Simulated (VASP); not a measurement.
# Au (P-1) in VASP: single point with PBE

Aim: the single point of Au with PBE.

Program: VASP 6.6.1. These are calculated values, not measurements. Logs are shortened: lines on timing, memory, paths and dates and some standing lists are left out, and cuts for length are marked.

**1. The cell of the first run**

The typed cell holds 2 atoms: a = 2.905 Å, b = 2.945 Å, c = 4.969 Å, α = 89.95°, β = 91.42°, γ = 122.92°.

**2. Single point, PBE (atoms moved at random and the cell strained at random)**

The input, INCAR:

```
PREC = Accurate
ENCUT = 520
EDIFF = 1E-7
ISMEAR = 0
SIGMA = 0.1
LREAL = False
LASPH = True
NELM = 100
ALGO = Fast
ISIF = 2
LWAVE = False
LCHARG = False
GGA = PE
NBANDS = 18
```

The input, KPOINTS:

```
regular mesh
0
Gamma
  12 12 6
```

The input, POSCAR:

```
Au
1.0
    1.3765904572     -2.5578416875     -0.0364534167
    1.4185444578      2.5810074350      0.0013541817
   -0.0608464880      0.0361901094      4.9685663764
Au
2
Direct
    0.6464970626      0.3230456515      0.2532787502
    0.3022856735      0.6592323313      0.7401851646
```

Potentials or basis: VASP PAW PBE potentials, release 64 (Au).

Command:

```sh
> cat potpaw_PBE.64/Au/POTCAR > POTCAR
> mpirun -np 1 vasp_std > vasp.out
```

OUTCAR:

```text
PREC = Accurate
   ENCUT = 520
   EDIFF = 1E-7
   ISMEAR = 0
   LREAL = False
   LASPH = True
   NELM = 100
   ISIF = 2
   GGA = PE

 ion  position               nearest neighbor table
   1  0.646  0.323  0.253-   2 2.86   2 2.94   2 3.01   2 3.01   2 3.05   2 3.07
   2  0.302  0.659  0.740-   1 2.86   1 2.94   1 3.01   1 3.01   1 3.05   1 3.07

  LATTYP: Found a triclinic cell.
 ALAT       =     2.9049757721
 B/A-ratio  =     1.0138271785
 C/A-ratio  =     1.7105377509
 COS(alpha) =     0.0009444611
 COS(beta)  =     0.0247627116
 COS(gamma) =     0.5434007211

  Lattice vectors:

 A1 = (   1.3765904572,  -2.5578416875,  -0.0364534167)
 A2 = (  -1.4185444578,  -2.5810074350,  -0.0013541817)
 A3 = (   0.0608464880,  -0.0361901094,  -4.9685663764)

Analysis of symmetry for initial positions (statically):
=====================================================================
 Subroutine PRICEL returns:
 Original cell was already a primitive cell.

 Routine SETGRP: Setting up the symmetry group for a
 triclinic supercell.

 Subroutine GETGRP returns: Found  2 space group operations
 (whereof  1 operations were pure point group operations)
 out of a pool of  2 trial point group operations.

The static configuration has the point symmetry C_1 .
 The point group associated with its full space group is S_2 .

Analysis of symmetry for dynamics (positions and initial velocities):
=====================================================================
 Subroutine PRICEL returns:
 Original cell was already a primitive cell.

 Routine SETGRP: Setting up the symmetry group for a
 triclinic supercell.

 Subroutine GETGRP returns: Found  2 space group operations
 (whereof  1 operations were pure point group operations)
 out of a pool of  2 trial point group operations.

The dynamic configuration has the point symmetry C_1 .
 The point group associated with its full space group is S_2 .

 Subroutine INISYM returns: Found  2 space group operations
 (whereof  1 operations are pure point group operations),
 and found     1 'primitive' translations

----------------------------------------------------------------------------------------

                                     Primitive cell

  volume of cell :      35.6738

  direct lattice vectors                    reciprocal lattice vectors
     1.376590457 -2.557841687 -0.036453417     0.359475304 -0.197573863  0.005841329
     1.418544458  2.581007435  0.001354182     0.356213225  0.191666122  0.002966229
    -0.060846488  0.036190109  4.968566376     0.002540315 -0.001501800  0.201307348

  length of vectors
     2.904975772  2.945143391  4.969070724     0.410234136  0.404515220  0.201328977

  position of ions in fractional coordinates (direct lattice)
     0.646497063  0.323045652  0.253278750
     0.302285674  0.659232331  0.740185165

  ion indices of the primitive-cell ions
   primitive index   ion index
                 1           1
                 2           2

----------------------------------------------------------------------------------------

 KPOINTS: regular mesh

Automatic generation of k-mesh.
 Grid dimensions read from file:
 generate k-points for:   12   12    6

 Generating k-lattice:

  Cartesian coordinates                     Fractional coordinates (reciprocal lattice)
     0.029956275 -0.016464489  0.000486777     0.083333333  0.000000000 -0.000000000
     0.029684435  0.015972177  0.000247186     0.000000000  0.083333333  0.000000000
     0.000423386 -0.000250300  0.033551225     0.000000000  0.000000000  0.166666667

  Length of vectors
     0.034186178  0.033709602  0.033554829

  Shift w.r.t. Gamma in fractional coordinates (k-lattice)
     0.000000000  0.000000000  0.000000000

 Subroutine IBZKPT returns following result:
 ===========================================

 Found    436 irreducible k-points:

 Following reciprocal coordinates:
            Coordinates               Weight
  0.000000  0.000000  0.000000      1.000000
  0.083333 -0.000000 -0.000000      2.000000
  0.166667 -0.000000 -0.000000      2.000000
  0.250000 -0.000000 -0.000000      2.000000
  0.333333 -0.000000 -0.000000      2.000000
  0.416667 -0.000000 -0.000000      2.000000
[... 16 lines left out ...]
  0.250000  0.166667 -0.000000      2.000000
  0.333333  0.166667 -0.000000      2.000000
 [... further k-points ...]
   k-points           NKPTS =    436   k-points in BZ     NKDIM =    436   number of bands    NBANDS=     18
   number of dos      NEDOS =    301   number of ions     NIONS =      2
   total plane-waves  NPLWV =  23040
   dimension x,y,z NGX =    24 NGY =   24 NGZ =   40
   dimension x,y,z NGXF=    48 NGYF=   48 NGZF=   80
   ions per type =               2
   NGX,Y,Z   is equivalent  to a cutoff of  13.73, 13.55, 13.38 a.u.
   NGXF,Y,Z  is equivalent  to a cutoff of  27.47, 27.09, 26.76 a.u.
 SYSTEM =  unknown system
   PREC   = accura    normal or accurate (medium, high low for compatibility)
   ISTART =      0    job   : 0-new  1-cont  2-samecut
   ICHARG =      2    charge: 1-file 2-atom 10-const
   ISPIN  =      1    spin polarized calculation?
   LNONCOLLINEAR =      F non collinear calculations
   LSORBIT =      F    spin-orbit coupling
   LASPH  =      T    aspherical Exc in radial PAW
   ENCUT  =  520.0 eV  38.22 Ry    6.18 a.u.   5.40  5.48  9.24*2*pi/ulx,y,z
   NELM   =    100;   NELMIN=  2; NELMDL= -5     # of ELM steps
   EDIFF  = 0.1E-06   stopping-criterion for ELM
   LREAL  =      F    real-space projection
   EDIFFG = 0.1E-05   stopping-criterion for IOM
   NSW    =      0    number of steps for IOM
   IBRION =     -1    ionic relax: 0-MD 1-quasi-New 2-CG
   NFREE  =      0    steps in history (QN), initial steepest desc. (CG)
   ISIF   =      2    stress and relaxation
   ISYM   =      2    0-nonsym 1-usesym 2-fastsym
   POTIM  = 0.5000    time-step for ionic-motion
   TEBEG  =    0.0;   TEEND  =   0.0 temperature during run
   PSTRESS=    0.0 pullay stress
   NELECT =      22.0000    total number of electrons
   NUPDOWN=      -1.0000    fix difference up-down
   EMIN   =  10.00;   EMAX   =-10.00  energy-range for DOS
   EFERMI =   0.00;   METHOD = LEGACY
   ISMEAR =     0;   SIGMA  =   0.10  broadening in eV -4-tet -1-fermi 0-gaus
   EFERMI_NEDOS =   21; number of points for ismear=-14 and -15
   IALGO  =     68    algorithm
   IMIX   =      4    mixing-type and parameters
     AMIX     =   0.40;   BMIX     =  1.00
     AMIX_MAG =   1.60;   BMIX_MAG =  1.00
  volume/ion in A,a.u.               =      17.84       120.37
  Fermi-wavevector in a.u.,A,eV,Ry     =   1.393475  2.633286 26.419420  1.941773
  Thomas-Fermi vector in A             =   2.517117
   LORBIT       =      0    0 simple, 1 ext, 2 COOP (PROOUT), +10 PAW based schemes
   GGA     = PE    functional components
   LHFCALC =     F    Hartree Fock is set to
   AEXX    =    0.0000 exact exchange contribution
   IVDW    =     0    specifies the selected vdW correction
   LEPSILON=     F    determine dielectric tensor
   LRPA    =     F    only Hartree local field effects (RPA)
 non-spin polarized calculation
 RMM-DIIS sequential band-by-band and
 Gauss-broadening in eV      SIGMA  =   0.10
  energy-cutoff  :      520.00
  volume of cell :       35.67
 maximum number of plane-waves:       976
 NGX is ok and might be reduce to    24
   NGX = 11   NGY = 11   NGZ = 19

 number of electron      22.0000000 magnetization

 Free energy of the ion-electron system (eV)
  ---------------------------------------------------
  ext. energy  EPLUGINS =         0.00000000
  ---------------------------------------------------
  free energy    TOTEN  =        -6.39408465 eV

  energy without entropy =       -6.39087655  energy(sigma->0) =       -6.39248060

 E-fermi :   8.6954     XC(G=0): -12.4373

 val. band max:        8.6936873915   @ k =  -0.3333   0.5000   0.3333
 cond. band min:       8.6966625369   @ k =   0.5000   0.5000   0.1667
 fundamental gap:      0.0029751455
 Fermi energy:         8.6954383916

 k-point     1 :       0.0000    0.0000    0.0000
  band No.  band energies     occupation
      1      -0.6649      2.00000
      2       1.6243      2.00000
      3       3.9278      2.00000
      4       3.9719      2.00000
      5       4.2287      2.00000
      6       4.7398      2.00000
[... 10 lines left out ...]
     17      26.7994      0.00000
     18      27.8218      0.00000

 k-point     2 :       0.0833   -0.0000   -0.0000
  band No.  band energies     occupation
      1      -0.4343      2.00000
      2       1.8263      2.00000
      3       3.9415      2.00000
      4       4.1341      2.00000
      5       4.3377      2.00000
      6       4.6884      2.00000
[... 10 lines left out ...]
     17      25.9332      0.00000
     18      26.4816      0.00000

 k-point     3 :       0.1667   -0.0000   -0.0000
  band No.  band energies     occupation
      1       0.2216      2.00000
      2       2.3479      2.00000
      3       3.8872      2.00000
      4       4.3738      2.00000
      5       4.5447      2.00000
      6       4.6276      2.00000
[... 10 lines left out ...]
     17      25.0312      0.00000
     18      26.1691      0.00000

 k-point     4 :       0.2500   -0.0000   -0.0000
  band No.  band energies     occupation
      1       1.1549      2.00000
      2       2.7529      2.00000
      3       3.7851      2.00000
      4       3.9442      2.00000
      5       4.2572      2.00000
      6       4.7678      2.00000
[... 375 lines left out ...]
      4       3.5563      2.00000
      5       4.2461      2.00000
      6       4.3223      2.00000
[... 10 lines left out ...]
     17      24.7297      0.00000
     18      25.1940      0.00000

 k-point    23 :       0.2500    0.1667   -0.0000
  band No.  band energies     occupation
      1       2.5416      2.00000
      2       3.0459      2.00000
      3       3.1462      2.00000
      4       3.7092      2.00000
      5       4.0778      2.00000
      6       4.4956      2.00000
[... 10 lines left out ...]
     17      22.6045      0.00000
     18      23.5227      0.00000

 k-point    24 :       0.3333    0.1667   -0.0000
  band No.  band energies     occupation
      1       2.7778      2.00000
      2       2.8070      2.00000
      3       2.9093      2.00000
      4       4.0239      2.00000
      5       4.3617      2.00000
      6       4.6413      2.00000
[... 10 lines left out ...]
     17      21.1654      0.00000
     18      22.5458      0.00000

 [... further k-points ...]
[... 5 lines left out ...]
  --------------------------------------------------------------------------------------
  -------------------------------------------------------------------------------------
  Total        1.0489686      0.2497822      0.1722415      0.0069650     -0.1454403      0.1580065
  in kB       47.1111195     11.2181803      7.7356866      0.3128120     -6.5319935      7.0963644
  external PRESSURE =      22.0216621 kB  Pullay stress =       0.0000000 kB

 VOLUME and BASIS-vectors are now :
 -----------------------------------------------------------------------------
  energy-cutoff  :      520.00
  volume of cell :       35.67
      direct lattice vectors                 reciprocal lattice vectors
     1.376590457 -2.557841687 -0.036453417     0.359475304 -0.197573863  0.005841329
     1.418544458  2.581007435  0.001354182     0.356213225  0.191666122  0.002966229
    -0.060846488  0.036190109  4.968566376     0.002540315 -0.001501800  0.201307348

 POSITION                                       TOTAL-FORCE (eV/Angst)
 -----------------------------------------------------------------------------------
      1.33281     -0.81069      1.23530        -0.031609      0.047813     -0.418415
      1.30624      0.95507      3.66753         0.031609     -0.047813      0.418415
 -----------------------------------------------------------------------------------
    total drift:                                0.000003     -0.000002     -0.000016

  FREE ENERGIE OF THE ION-ELECTRON SYSTEM (eV)
  ---------------------------------------------------
  free  energy   TOTEN  =        -6.3940846533 eV

  energy  without entropy=       -6.3908765534  energy(sigma->0) =       -6.39248060
```

Wall time 2.3 min (1 thread of Intel Xeon 6975P-C (Granite Rapids), shared host); peak memory 0.34 GiB.

Results:

```
Free energy            : -6.3941 eV
Pressure               : 2.2 GPa
Largest force          : 0.422 eV/Å
Band gap on the k mesh : zero (bands 11 and 12 overlap by 6.07 eV)
```

Forces in eV/Å, atoms in the order of the input:
```
Au  -0.032  0.048 -0.418
Au   0.032 -0.048  0.418
```

Caveat: the cell differs from its parent crystal (atoms moved at random and the cell strained at random); spin-orbit coupling is left out, which moves the levels of the heavy elements.
